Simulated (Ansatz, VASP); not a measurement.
# Two plane-wave programs on Rb

```
Rb
1.0
     4.74528    0.00000    0.00000
     0.00000    4.74528    0.00000
     0.00000    0.00000    4.74528
Rb
1
Direct
  0.00000 0.00000 0.00000
```

Alike in both runs: task single point; functional PBE; k mesh 11 × 11 × 11; occupations fermi-dirac, width 0.1 eV; no spin polarisation.

|  | VASP | Ansatz |
| --- | --- | --- |
| version | VASP 6.6.1 | Ansatz 0.2.0 |
| potentials or method | VASP PAW PBE potentials, release 64 (Rb_sv), cutoff 520 eV | plane waves (420 eV) with PAW, scalar-relativistic |
| valence electrons in the cell | 9 | 9 |

```tsv
	VASP	Ansatz	Ansatz less VASP
pressure (GPa)	-0.1	-0.1	0.00
```

The functional is the same, so the differences come from potentials, cutoffs and numerics.
